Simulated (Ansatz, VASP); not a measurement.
Mg3ZrN2 in VASP and in Ansatz

The input INCAR:

```
SYSTEM = Mg3ZrN2
  PREC = Accurate
  ENCUT = 600
  EDIFF = 1E-7
  ISMEAR = 0
  SIGMA = 0.2
  LREAL = .False.
  LASPH = .True.
  NELM = 80
  ALGO = Normal
  ISIF = 3
  LWAVE = .False.
  LCHARG = .False.
  GGA = PE
  IBRION = 2
  NSW = 36
  EDIFFG = -0.08
```

KPOINTS

```
Automatic mesh
0
Gamma
  4 4 4
  0 0 0
```

Contents of POSCAR:

```
Mg3ZrN2
1.0
    4.6010861500      0.0000000000      0.0000000000
    0.0000000000      4.6010861500      0.0000000000
    0.0000000000      0.0000000000      4.3839469200
Mg Zr N
3 1 2
Direct
    0.0000000000      0.5000000000      0.5000000000
    0.5000000000      0.0000000000      0.5000000000
    0.0000000000      0.0000000000      0.0000000000
    0.0000000000      0.0000000000      0.5000000000
    0.5000000000      0.5000000000      0.5000000000
    0.5000000000      0.5000000000      0.0000000000
```

Input for Ansatz:

```yaml
crystal:
  lattice:
    - [4.60108615, 0.0, 0.0]
    - [0.0, 4.60108615, 0.0]
    - [0.0, 0.0, 4.38394692]
  atoms:
    - { symbol: Mg, position: [0.0, 0.5, 0.5] }
    - { symbol: Mg, position: [0.5, 0.0, 0.5] }
    - { symbol: Mg, position: [0.0, 0.0, 0.0] }
    - { symbol: Zr, position: [0.0, 0.0, 0.5] }
    - { symbol: "N", position: [0.5, 0.5, 0.5] }
    - { symbol: "N", position: [0.5, 0.5, 0.0] }
basis:
  ecutwfc: 420
kpoints:
  mp_grid: { grid: [4, 4, 4] }
hamiltonian:
  xc: pbe
scf:
  occupations: { method: gaussian, width: 0.2 }
  lower_state_search: "off"
output:
  forces: true
  stress: true
  eigenvalues: true
relax:
  adjacent_minimum: "off"
  f_tol: 0.08
  max_steps: 16
  cell: { stress_tol: 0.8 }
```

Alike in both runs: task relaxation of cell and atoms; functional PBE; k mesh 4 × 4 × 4; occupations gaussian, width 0.2 eV; no spin polarisation.

```csv
,VASP,Ansatz
version,VASP 6.6.1,Ansatz 0.2.0
potentials or method,"VASP PAW PBE potentials, release 64 (Mg, Zr_sv, N), cutoff 600 eV","scalar-relativistic, plane waves, PAW"
valence electrons in the cell,28,52
```

```csv
,VASP,Ansatz,Ansatz less VASP
"gap on the k mesh at the Fermi level, each at its own relaxed structure (eV)",none,none,-
relaxed volume (Å³/atom),24.95,25.28,+0.329
relaxed cell length with the largest relative difference (Å),5.552,5.635,+0.0830
```

A gap of «none» marks a metal or a gap that the smearing closes. VASP's potentials hold 28 valence electrons a cell and Ansatz's 52, so a difference there can come from the potentials and not from the codes.

Noted on VASP's run: the volume moved by over 15 % at a fixed basis, so the end points are rough.
